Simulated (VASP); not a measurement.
# BN (I-4m2) in VASP: notebook

The runs below take BN through G0W0 quasiparticle levels, with PBE.

Program: VASP 6.6.1. These are calculated values, not measurements. Logs are shortened: lines on timing, memory, paths and dates and some standing lists are left out, and cuts for length are marked.

## (1) The cell of the first run

It takes space group I-4m2 (No. 119, tetragonal). The conventional cell has a = 2.552 Å, b = 2.552 Å, c = 3.754 Å, α = 90.00°, β = 90.00°, γ = 90.00°. Within 2.1 Å of B (site symmetry -4m2) lie 4 N at 1.58 Å. Within 2.1 Å of N (site symmetry -4m2) lie 4 B at 1.58 Å.

## (2) G0W0 quasiparticle levels, PBE

POSCAR

```
BN
1.0
    0.0000000000      1.8048254650      1.8770184836
    1.8048254650      0.0000000000      1.8770184836
    1.8048254650      1.8048254650      0.0000000000
B N
1 1
Direct
    0.0000000000      0.0000000000      0.0000000000
    0.2500000000      0.2500000000      0.2500000000
```

INCAR.step1

```
SYSTEM = BN
PREC     = Accurate       ! precision mode
ENCUT    = 500            ! plane-wave cutoff, eV
EDIFF    = 1E-8           ! SCF threshold, eV
ISMEAR   = 0              ! smearing method
SIGMA    = 0.01           ! smearing width, eV
LREAL    = .FALSE.        ! projectors in reciprocal space
LASPH    = .TRUE.         ! aspherical terms in the spheres
NELM     = 100            ! most SCF steps
ALGO     = Normal         ! electronic algorithm
LWAVE    = .TRUE.         ! write WAVECAR
LCHARG   = .FALSE.        ! write CHGCAR
GGA      = PE             ! functional
```

INCAR.step2

```
SYSTEM = BN
PREC     = Accurate       ! precision mode
ENCUT    = 500            ! plane-wave cutoff, eV
EDIFF    = 1E-8           ! SCF threshold, eV
ISMEAR   = 0              ! smearing method
SIGMA    = 0.01           ! smearing width, eV
LREAL    = .FALSE.        ! projectors in reciprocal space
LASPH    = .TRUE.         ! aspherical terms in the spheres
NELM     = 1              ! most SCF steps
ALGO     = Exact          ! electronic algorithm
LWAVE    = .TRUE.         ! write WAVECAR
LCHARG   = .FALSE.        ! write CHGCAR
GGA      = PE             ! functional
NBANDS   = 55             ! bands
LOPTICS  = .TRUE.         ! frequency-dependent dielectric function
ISTART   = 1
```

INCAR.step3

```
SYSTEM = BN
PREC     = Accurate       ! precision mode
ENCUT    = 500            ! plane-wave cutoff, eV
EDIFF    = 1E-8           ! SCF threshold, eV
ISMEAR   = 0              ! smearing method
SIGMA    = 0.01           ! smearing width, eV
LREAL    = .FALSE.        ! projectors in reciprocal space
LASPH    = .TRUE.         ! aspherical terms in the spheres
ALGO     = EVGW0          ! electronic algorithm
LWAVE    = .FALSE.        ! write WAVECAR
LCHARG   = .FALSE.        ! write CHGCAR
GGA      = PE             ! functional
NELMGW   = 1            
NBANDS   = 55             ! bands
ENCUTGW  = 150.0          ! cutoff of the response function
NOMEGA   = 48             ! frequency points
PRECFOCK = Fast         
ISTART   = 1            
NBANDSGW = 12
```

KPOINTS

```
Automatic mesh
0
G
  6 6 6
  0 0 0
```

Potentials or basis: VASP PAW PBE potentials, release 64 (B_GW, N_GW).

The run is started by

```sh
$ cat potpaw_PBE.64/B_GW/POTCAR potpaw_PBE.64/N_GW/POTCAR > POTCAR
$ cp INCAR.step1 INCAR
$ mpirun -np 1 vasp_std > vasp.out
$ cp INCAR.step2 INCAR
$ mpirun -np 1 vasp_std > vasp.out
$ cp INCAR.step3 INCAR
$ mpirun -np 1 vasp_std > vasp.out
```

OUTCAR:

```text
SYSTEM = BN
   PREC = Accurate
   ENCUT = 500
   EDIFF = 1E-8
   ISMEAR = 0
   LREAL = .FALSE.
   LASPH = .TRUE.
   GGA = PE
   NELMGW = 1
   ENCUTGW = 150.0
   PRECFOCK = Fast
   ISTART = 1

 ion  position               nearest neighbor table
   1  0.000  0.000  0.000-   2 1.58   2 1.58   2 1.58   2 1.58
   2  0.250  0.250  0.250-   1 1.58   1 1.58   1 1.58   1 1.58

  LATTYP: Found a body centered tetragonal cell.
 ALAT       =     2.5524086503
 C/A-ratio  =     1.4707821049

  Lattice vectors:

 A1 = (  -1.8048254650,   0.0000000000,   1.8770184836)
 A2 = (   1.8048254650,   0.0000000000,   1.8770184836)
 A3 = (   0.0000000000,   1.8048254650,  -1.8770184836)

Analysis of symmetry for initial positions (statically):
=====================================================================
 Subroutine PRICEL returns:
 Original cell was already a primitive cell.

 Routine SETGRP: Setting up the symmetry group for a
 body centered tetragonal supercell.

 Subroutine GETGRP returns: Found  8 space group operations
 (whereof  8 operations were pure point group operations)
 out of a pool of 16 trial point group operations.

The static configuration has the point symmetry D_2d.

Analysis of symmetry for dynamics (positions and initial velocities):
=====================================================================
 Subroutine PRICEL returns:
 Original cell was already a primitive cell.

 Routine SETGRP: Setting up the symmetry group for a
 body centered tetragonal supercell.

 Subroutine GETGRP returns: Found  8 space group operations
 (whereof  8 operations were pure point group operations)
 out of a pool of 16 trial point group operations.

The dynamic configuration has the point symmetry D_2d.

 Subroutine INISYM returns: Found  8 space group operations
 (whereof  8 operations are pure point group operations),
 and found     1 'primitive' translations

----------------------------------------------------------------------------------------

                                     Primitive cell

  volume of cell :      12.2284

  direct lattice vectors                    reciprocal lattice vectors
     0.000000000  1.804825465  1.877018484    -0.277035098  0.277035098  0.266379902
     1.804825465  0.000000000  1.877018484     0.277035098 -0.277035098  0.266379902
     1.804825465  1.804825465  0.000000000     0.277035098  0.277035098 -0.266379902

  length of vectors
     2.603957248  2.603957248  2.552408650     0.473766972  0.473766972  0.473766972

  position of ions in fractional coordinates (direct lattice)
     0.000000000  0.000000000  0.000000000
     0.250000000  0.250000000  0.250000000

  ion indices of the primitive-cell ions
   primitive index   ion index
                 1           1
                 2           2

----------------------------------------------------------------------------------------

 KPOINTS: Automatic mesh

Automatic generation of k-mesh.
 Grid dimensions read from file:
 generate k-points for:    6    6    6

 Generating k-lattice:

  Cartesian coordinates                     Fractional coordinates (reciprocal lattice)
    -0.046172516  0.046172516  0.044396650     0.166666667 -0.000000000  0.000000000
     0.046172516 -0.046172516  0.044396650    -0.000000000  0.166666667  0.000000000
     0.046172516  0.046172516 -0.044396650     0.000000000  0.000000000  0.166666667

  Length of vectors
     0.078961162  0.078961162  0.078961162

  Shift w.r.t. Gamma in fractional coordinates (k-lattice)
     0.000000000  0.000000000  0.000000000

 Subroutine IBZKPT returns following result:
 ===========================================

 Found     30 irreducible k-points:

 Following reciprocal coordinates:
            Coordinates               Weight
  0.000000  0.000000  0.000000      1.000000
  0.166667 -0.000000  0.000000      8.000000
  0.333333 -0.000000  0.000000      8.000000
  0.500000  0.000000  0.000000      4.000000
  0.166667  0.166667  0.000000      2.000000
  0.333333  0.166667  0.000000      8.000000
[... 16 lines left out ...]
  0.333333  0.000000  0.333333      4.000000
  0.500000  0.000000  0.333333     16.000000
 [... further k-points ...]
   k-points           NKPTS =     30   k-points in BZ     NKDIM =    216   number of bands    NBANDS=     55
   number of dos      NEDOS =    301   number of ions     NIONS =      2
   total plane-waves  NPLWV =   8000
   dimension x,y,z NGX =    20 NGY =   20 NGZ =   20
   dimension x,y,z NGXF=    40 NGYF=   40 NGZF=   40
   ions per type =               1   1
   NGX,Y,Z   is equivalent  to a cutoff of  12.77, 12.77, 13.03 a.u.
   NGXF,Y,Z  is equivalent  to a cutoff of  25.54, 25.54, 26.05 a.u.
 SYSTEM =  BN
   PREC   = accura    normal or accurate (medium, high low for compatibility)
   ISTART =      1    job   : 0-new  1-cont  2-samecut
   ICHARG =      0    charge: 1-file 2-atom 10-const
   ISPIN  =      1    spin polarized calculation?
   LNONCOLLINEAR =      F non collinear calculations
   LSORBIT =      F    spin-orbit coupling
   LASPH  =      T    aspherical Exc in radial PAW
   ENCUT  =  500.0 eV  36.75 Ry    6.06 a.u.   4.75  4.75  4.65*2*pi/ulx,y,z
   NELM   =     60;   NELMIN=  2; NELMDL=  0     # of ELM steps
   EDIFF  = 0.1E-07   stopping-criterion for ELM
   LREAL  =      F    real-space projection
   EDIFFG = 0.1E-06   stopping-criterion for IOM
   NSW    =      0    number of steps for IOM
   IBRION =     -1    ionic relax: 0-MD 1-quasi-New 2-CG
   NFREE  =      0    steps in history (QN), initial steepest desc. (CG)
   ISIF   =      0    stress and relaxation
   ISYM   =      3    0-nonsym 1-usesym 2-fastsym
   POTIM  = 0.5000    time-step for ionic-motion
   TEBEG  =    0.0;   TEEND  =   0.0 temperature during run
   PSTRESS=    0.0 pullay stress
   NELECT =       8.0000    total number of electrons
   NUPDOWN=      -1.0000    fix difference up-down
   EMIN   =  10.00;   EMAX   =-10.00  energy-range for DOS
   EFERMI =   0.00;   METHOD = LEGACY
   ISMEAR =     0;   SIGMA  =   0.01  broadening in eV -4-tet -1-fermi 0-gaus
   EFERMI_NEDOS =   21; number of points for ismear=-14 and -15
   IALGO  =     38    algorithm
   IMIX   =      4    mixing-type and parameters
     AMIX     =   0.40;   BMIX     =  1.00
     AMIX_MAG =   1.60;   BMIX_MAG =  1.00
  volume/ion in A,a.u.               =       6.11        41.26
  Fermi-wavevector in a.u.,A,eV,Ry     =   1.421178  2.685637 27.480329  2.019747
  Thomas-Fermi vector in A             =   2.542015
   LORBIT       =      0    0 simple, 1 ext, 2 COOP (PROOUT), +10 PAW based schemes
   GGA     = PE    functional components
   LHFCALC =     T    Hartree Fock is set to
   PRECFOCK=fast      Normal, Fast or Accurate (Low or Medium for compatibility)
   ENCUT4O =  -1.0   cutoff for four orbital integrals eV
   NKREDX  =     1    reduce k-point grid by
   NKREDY  =     1    reduce k-point grid by
   NKREDZ  =     1    reduce k-point grid by
   AEXX    =    1.0000 exact exchange contribution
   HFSCREEN=    0.0000 screening length (either q_TF or 0.3 A-1)
   HFSCREENC=   0.0000 screening length for correlation (either q_TF or 0.3 A-1)
   ENCUTFOCK=  -1.0 apply spherical cutoff to Coloumb kernel
   IVDW    =     0    specifies the selected vdW correction
   LEPSILON=     F    determine dielectric tensor
   LRPA    =     F    only Hartree local field effects (RPA)
   LRPAFORCE           =     F    calculate RPA forces
   ENCUTGW             = 150.0    cutoff for response function in eV
   ENCUTGWSOFT         = 120.0    soft cutoff for Coulomb kernel in GW response function in eV
   ENCUTLF             =  -1.0    cutoff for local field effects
   NELMGW              =     1    number of iterations in solving QP/BSE equation
   NELMHF              =     1    number of iterations in the inner HF iteration
   NKREDLFX            =     1    NKREDLFY  =   1   NKREDLFZ  =   1
 non-spin polarized calculation
 Gauss-broadening in eV      SIGMA  =   0.01
  energy-cutoff  :      500.00
  volume of cell :       12.23
 maximum number of plane-waves:       334
  NGX = 12; NGY = 12; NGZ = 12
   NGX =  9   NGY =  9   NGZ =  9
 maximum number of plane-waves:        59

 QP shifts <psi_nk| G(iteration)W_0 |psi_nk>: iteration 1
 for sc-GW calculations column KS-energies equals QP-energies in previous step
 and V_xc(KS)=  KS-energies - (<T + V_ion + V_H > + <T+V_H+V_ion>^1  + <V_x>^1)

 k-point   1 :       0.0000    0.0000    0.0000
  band No.  KS-energies  QP-energies   sigma(KS)   V_xc(KS)     V^pw_x(r,r')   Z            occupation Imag(sigma)

      1     -12.8011     -14.7646     -17.9351     -15.4067     -26.3194       0.7766       2.0000       1.4783
      2       6.7721       6.0072     -19.0404     -18.1100     -21.6907       0.8220       2.0000       0.0948
      3       7.1761       6.4327     -19.0992     -18.1942     -21.7547       0.8215       2.0000       0.0944
      4       7.1761       6.4327     -19.0992     -18.1942     -21.7547       0.8215       2.0000       0.0944
      5      15.6158      16.9417     -12.0188     -13.6195      -6.8683       0.8283       0.0000      -0.1186
      6      15.6158      16.9417     -12.0188     -13.6195      -6.8683       0.8283       0.0000      -0.1186
      7      15.8925      17.2293     -12.1241     -13.7358      -6.9690       0.8294       0.0000      -0.1178
      8      16.8146      17.9932     -13.9059     -15.3560      -8.4294       0.8128       0.0000      -0.1405
      9      31.1462      31.6301     -10.6997     -11.3111      -3.2761       0.7915       0.0000      -0.6216
     10      33.2251      34.3974     -11.5625     -12.9625      -5.3252       0.8373       0.0000      -0.5286
     11      33.7367      34.3381     -10.0761     -10.7995      -3.0141       0.8313       0.0000      -0.9056
     12      35.3975      36.6386     -11.7036     -13.1876      -5.2831       0.8363       0.0000      -0.6706

 k-point   2 :       0.1667   -0.0000    0.0000
  band No.  KS-energies  QP-energies   sigma(KS)   V_xc(KS)     V^pw_x(r,r')   Z            occupation Imag(sigma)
[... 353 lines left out ...]
      1      -7.8454      -9.4000     -18.9889     -16.9268     -26.4366       0.7539       2.0000       0.8051
      2      -0.8054      -2.3256     -17.4665     -15.5221     -22.0057       0.7818       2.0000       0.2126
      3       1.3023      -0.0156     -17.2669     -15.6195     -21.0074       0.8001       2.0000       0.1528
      4       2.7127       1.5386     -17.7919     -16.3355     -21.2703       0.8062       2.0000       0.1318
      5      12.9684      13.8191     -11.8600     -12.8730      -7.2253       0.8397       0.0000      -0.1044
      6      17.6282      18.6866     -12.0893     -13.3670      -6.7905       0.8284       0.0000      -0.1310
      7      22.3486      24.0088     -13.4230     -15.5434      -6.6062       0.7830       0.0000      -0.2451
      8      23.3241      25.0433     -13.6229     -15.8322      -6.5987       0.7782       0.0000      -0.2687
      9      26.7485      28.2348     -13.7220     -15.6364      -6.4820       0.7764       0.0000      -0.3711
     10      33.0242      34.3796     -11.8028     -13.5088      -3.8762       0.7945       0.0000      -0.8655
     11      36.6055      37.7332     -11.3619     -12.7303      -4.2306       0.8240       0.0000      -0.9013
     12      41.0561      42.0848     -10.7729     -12.0184      -3.1795       0.8259       0.0000      -1.2095

 [... further k-points ...]
```

It took 53 s on 1 thread of Intel Xeon 6975P-C (Granite Rapids), shared host; peak memory 0.26 GiB.

What came out:

```
Quasiparticle gap                                   : 5.54 eV
Least direct quasiparticle gap                      : 10.51 eV
Band gap of the starting levels on the mesh         : 4.08 eV
Least direct gap of the starting levels on the mesh : 8.44 eV
```

Caveat: the k points lie up to 0.50 Å⁻¹ apart; the cutoff is under 1.25 times the usual one of these potentials, so pressure, stress and relaxed cells hold a basis-set (Pulay) error; bands, screening cutoff and mesh are small and nothing is extrapolated, so the quasiparticle values aren't converged.

## (3) G0W0 quasiparticle levels, PBE

This run uses another cell than the first one, of 5.64 Å³/atom.

POSCAR

```
BN
1.0
    0.0000000000      1.8048254650      1.7326324464
    1.8048254650      0.0000000000      1.7326324464
    1.8048254650      1.8048254650      0.0000000000
B N
1 1
Direct
    0.0000000000      0.0000000000      0.0000000000
    0.2500000000      0.2500000000      0.2500000000
```

INCAR.step1

```
SYSTEM = BN
PREC = Accurate ; ENCUT = 500
EDIFF = 1E-8 ; ISMEAR = 0
SIGMA = 0.01 ; LREAL = .FALSE.
LASPH = .TRUE. ; NELM = 60
ALGO = Normal ; LWAVE = .TRUE.
LCHARG = .FALSE. ; GGA = PE
```

INCAR.step2

```
SYSTEM = BN
PREC = Accurate ; ENCUT = 500
EDIFF = 1E-8 ; ISMEAR = 0
SIGMA = 0.01 ; LREAL = .FALSE.
LASPH = .TRUE. ; NELM = 1
ALGO = Exact ; LWAVE = .TRUE.
LCHARG = .FALSE. ; GGA = PE
NBANDS = 51 ; LOPTICS = .TRUE.
ISTART = 1
```

INCAR.step3

```
SYSTEM = BN
PREC = Accurate ; ENCUT = 500
EDIFF = 1E-8 ; ISMEAR = 0
SIGMA = 0.01 ; LREAL = .FALSE.
LASPH = .TRUE. ; ALGO = EVGW0
LWAVE = .FALSE. ; LCHARG = .FALSE.
GGA = PE ; NELMGW = 1
NBANDS = 51 ; ENCUTGW = 150.0
NOMEGA = 48 ; PRECFOCK = Fast
ISTART = 1 ; NBANDSGW = 12
```

KPOINTS is that of step 2.

Potentials or basis: VASP PAW PBE potentials, release 64 (B_GW, N_GW).

The run is started by

```sh
$ cat potpaw_PBE.64/B_GW/POTCAR potpaw_PBE.64/N_GW/POTCAR > POTCAR
$ cp INCAR.step1 INCAR
$ mpirun -np 1 vasp_std > vasp.out
$ cp INCAR.step2 INCAR
$ mpirun -np 1 vasp_std > vasp.out
$ cp INCAR.step3 INCAR
$ mpirun -np 1 vasp_std > vasp.out
```

OUTCAR:

```text
SYSTEM = BN
   PREC = Accurate
   ENCUT = 500
   EDIFF = 1E-8
   ISMEAR = 0
   LREAL = .FALSE.
   LASPH = .TRUE.
   GGA = PE
   NELMGW = 1
   ENCUTGW = 150.0
   PRECFOCK = Fast
   ISTART = 1

 ion  position               nearest neighbor table
   1  0.000  0.000  0.000-   2 1.54   2 1.54   2 1.54   2 1.54
   2  0.250  0.250  0.250-   1 1.54   1 1.54   1 1.54   1 1.54
[... 200 lines left out ...]
      2       7.9052       7.1397     -19.3373     -18.4122     -22.0690       0.8275       2.0000       0.0961
      3       7.9052       7.1397     -19.3373     -18.4122     -22.0690       0.8275       2.0000       0.0961
      4       8.2932       7.5476     -19.3813     -18.4801     -22.1170       0.8273       2.0000       0.0957
      5      16.8924      18.2880     -12.1998     -13.8710      -7.0587       0.8351       0.0000      -0.1186
      6      17.1859      18.5937     -12.3085     -13.9925      -7.1633       0.8360       0.0000      -0.1179
      7      17.1859      18.5937     -12.3085     -13.9925      -7.1633       0.8360       0.0000      -0.1179
      8      19.1197      20.3601     -14.0415     -15.5599      -8.3564       0.8169       0.0000      -0.1513
      9      33.6546      34.2336     -10.8927     -11.6193      -3.3545       0.7968       0.0000      -0.6356
     10      35.3034      36.6080     -11.9508     -13.5033      -5.6582       0.8403       0.0000      -0.5211
     11      36.2783      36.9942     -10.3710     -11.2286      -3.1492       0.8349       0.0000      -0.9328
     12      36.2783      36.9942     -10.3710     -11.2286      -3.1492       0.8349       0.0000      -0.9328
[... 356 lines left out ...]
      1      -7.5626      -9.1973     -19.1568     -16.9969     -26.6712       0.7568       2.0000       0.7925
      2      -0.4483      -2.0344     -17.8636     -15.8487     -22.5633       0.7872       2.0000       0.2207
      3       1.8635       0.5032     -17.4901     -15.8017     -21.3403       0.8057       2.0000       0.1580
      4       3.7087       2.5181     -18.1327     -16.6664     -21.6943       0.8120       2.0000       0.1329
      5      14.6537      15.5579     -12.2174     -13.2880      -7.5301       0.8446       0.0000      -0.1057
      6      19.8309      20.9449     -12.2150     -13.5500      -6.8402       0.8344       0.0000      -0.1340
      7      24.3393      26.1132     -13.5994     -15.8470      -6.7101       0.7893       0.0000      -0.2555
      8      25.4058      27.2379     -13.7978     -16.1331      -6.7024       0.7845       0.0000      -0.2799
      9      28.5041      30.1514     -13.9947     -16.1033      -6.6340       0.7813       0.0000      -0.3750
     10      35.4178      36.9384     -12.0596     -13.9630      -4.0442       0.7989       0.0000      -0.8574
     11      39.1336      40.3874     -11.6154     -13.1266      -4.3959       0.8297       0.0000      -0.9348
     12      43.6885      44.8020     -10.8819     -12.2230      -3.2317       0.8303       0.0000      -1.2356

 [... further k-points ...]
```

OUTCAR.step2:

```text
SYSTEM = BN
   PREC = Accurate
   ENCUT = 500
   EDIFF = 1E-8
[... 1014 lines left out ...]
  --------------------------------------------------------------------------------------------------------------
     0.00000     4.82201     4.82201     4.64201     0.00000     0.00000    -0.00000
     1.92518     4.91354     4.91354     4.72582     0.00000     0.00000    -0.00000
     3.85035     5.22576     5.22576     5.01049     0.00000     0.00000    -0.00000
     5.77553     5.90821     5.90821     5.62599    -0.00000     0.00000    -0.00000
     7.70070     7.57417     7.57417     7.07597    -0.00000     0.00000    -0.00000
     9.62588    12.59916    12.59916    11.33006    -0.00000     0.00000    -0.00000
[... 92 lines left out ...]
   188.66721     0.97198     0.97198     0.97195    -0.00000    -0.00000     0.00000
   190.59239     0.97258     0.97258     0.97255    -0.00000    -0.00000     0.00000
```

Run time: 5.5 min. Hardware: 1 thread of AMD EPYC 7R13, shared host; peak memory 0.21 GiB.

Results:

```
Quasiparticle gap                                   : 5.26 eV
Least direct quasiparticle gap                      : 10.74 eV
Band gap of the starting levels on the mesh         : 3.77 eV
Least direct gap of the starting levels on the mesh : 8.60 eV
```

Caveat: the k points lie up to 0.51 Å⁻¹ apart; the cutoff is under 1.25 times the usual one of these potentials, so pressure, stress and relaxed cells hold a basis-set (Pulay) error; bands, screening cutoff and mesh are small and nothing is extrapolated, so the quasiparticle values aren't converged.
